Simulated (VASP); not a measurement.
Al2Cu, 6 atoms in the cell. The structure is tetragonal, space group I4/mcm (No. 140). Conventional cell: a = 5.931 Å, b = 5.931 Å, c = 5.029 Å, α = 90.00°, β = 90.00°, γ = 90.00°. Al (site symmetry m2m) has 4 Cu at 2.56 Å and 11 Al at 2.66 to 3.16 Å within 3.4 Å. Within 3.3 Å of Cu (site symmetry 422) lie 2 Cu at 2.51 Å and 8 Al at 2.56 Å. 

| Quantity | Value |
| --- | --- |
| Program | VASP 6.6.1 |
| Task | single point |
| Functional | PBE |
| Potentials or basis | VASP PAW PBE potentials, release 64 (Al, Cu) |
| Cutoff | 520 eV |
| k mesh | 10 × 10 × 10 |
| Occupations | gaussian, width 0.15 eV |
| Spin | no spin polarisation |
| Dipole correction | no |
| Further INCAR settings | ALGO = Fast; EDIFF = 1e-06; NBANDS = 26 |

Potentials or basis: VASP PAW PBE potentials, release 64 (Al, Cu).

The run is started by

```sh
$ cat potpaw_PBE.64/Al/POTCAR potpaw_PBE.64/Cu/POTCAR > POTCAR
$ mpirun -np 1 vasp_std > vasp.out
```

Hardware: 1 thread of Intel Xeon 8259CL, on a shared host.

Q: How long does it take, and how much memory?

A: Run time: 5.8 min on 1 thread of Intel Xeon 8259CL, on a shared host, peak memory 0.34 GiB. Counts: scf iterations 18, k points 102.
